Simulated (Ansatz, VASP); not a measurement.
Ga in VASP and in Ansatz

```
CELL_PARAMETERS angstrom
2.26150 -3.83050 0.00000
2.26150 3.83050 0.00000
0.00000 0.00000 4.52400
ATOMIC_POSITIONS crystal
Ga 0.84443 0.15557 0.08197
Ga 0.65557 0.34443 0.58197
Ga 0.15557 0.84443 0.91803
Ga 0.34443 0.65557 0.41803
```

Alike in both runs: functional PBE; k mesh 9 × 9 × 7; occupations fermi-dirac, width 0.05 eV; no spin polarisation.

Ansatz relaxed the structure, and its values are those at the end. VASP's run is a single point on that final structure, the one shown.

|  | VASP | Ansatz |
| --- | --- | --- |
| version | VASP 6.6.1 | Ansatz 0.2.0 |
| potentials or method | VASP PAW PBE potentials, release 64 (Ga_d) | plane-wave PAW, scalar-relativistic |
| plane-wave cutoff (eV) | 520 | 420 |
| valence electrons in the cell | 52 | 52 |

|  | VASP | Ansatz | Ansatz less VASP |
| --- | --- | --- | --- |
| pressure (GPa) | 2.1 | 1.9 | -0.15 |
| rms of the force components (eV/Å) | 0.012 | 0.013 | +0.0014 |

With one functional, cell and mesh, what is left measures potentials, basis and numerics. Ansatz's warnings: stress scf threshold loose.
